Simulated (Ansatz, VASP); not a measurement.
**One calculation of W, two programs**

```xyz
1
Lattice="-1.5852 1.5852 1.5852 1.5852 -1.5852 1.5852 1.5852 1.5852 -1.5852" Properties=species:S:1:pos:R:3 pbc="T T T"
W     0.0000    0.0000    0.0000
```

Alike in both runs: task relaxation of cell and atoms; functional r2SCAN; k mesh 18 × 18 × 18; occupations gaussian, width 0.1 eV; no spin polarisation.

|  | VASP | Ansatz |
| --- | --- | --- |
| version | VASP 6.6.1 | Ansatz 0.2.0 |
| potentials or method | VASP PAW PBE potentials, release 64 (W_sv), cutoff 600 eV | scalar-relativistic, plane waves, PAW |
| valence electrons in the cell | 14 | 14 |

```tsv
	VASP	Ansatz	Ansatz less VASP
gap on the k mesh at the Fermi level, each at its own relaxed structure (eV)	none	none	-
relaxed volume (Å³/atom)	15.97	15.90	-0.063
relaxed cell length with the largest relative difference (Å)	2.748	2.744	-0.0036
```

VASP's potentials were made for PBE, not for r2SCAN. A gap of «none» marks a metal or a gap that the smearing closes.

Spin-orbit coupling is off throughout.
